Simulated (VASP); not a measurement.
Crystal: AlN.

```xyz
4
Lattice="3.1299 0.0000 0.0000 -1.5649 2.7106 0.0000 0.0000 0.0000 5.2176" Properties=species:S:1:pos:R:3 pbc="T T T"
Al    0.0000    1.8070    0.0090
Al    1.5649    0.9035    2.6178
N     0.0000    1.8070    1.9998
N     1.5649    0.9035    4.6086
```

This cell differs from its parent crystal: engineering shear strain xz +0.0000, normal strain along z +0.0400.

| Quantity | Value |
| --- | --- |
| Program | VASP 6.6.1 |
| Task | relaxation of the atoms |
| Functional | PBE |
| Potentials or basis | VASP PAW PBE potentials, release 64 (Al, N) |
| Cutoff | 520 eV |
| k mesh | 9 × 9 × 6 |
| Occupations | gaussian, width 0.05 eV |
| Spin | no spin polarisation |

At the start: pressure -6.6 GPa; volume 11.07 Å³/atom.

Q: How do energy, volume and symmetry change on relaxing?

A: Over 3 steps the energy falls by 2.1 meV/atom; space group P6_3mc (No. 186, to 0.05 Å).

Step by step:
| step | energy change (eV) | largest force (eV/Å) | pressure (GPa) |
| --- | --- | --- | --- |
| 1 | 0.0000 | 0.2820 | -6.58 |
| 2 | -0.0085 | 0.0241 | -6.85 |
| 3 | -0.0085 | 0.0003 | -6.87 |

Final structure:
```yaml
crystal:
  lattice:
    - [3.12989, 0.00000, 0.00000]
    - [-1.56494, 2.71056, 0.00000]
    - [0.00000, 0.00000, 5.21763]
  atoms:
    - { symbol: Al, position: [0.33333, 0.66667, 0.00456] }
    - { symbol: Al, position: [0.66667, 0.33333, 0.50456] }
    - { symbol: N, position: [0.33333, 0.66667, 0.38044] }
    - { symbol: N, position: [0.66667, 0.33333, 0.88044] }
```

Caveat: the cell differs from its parent crystal (engineering shear strain xz +0.0000, normal strain along z +0.0400).
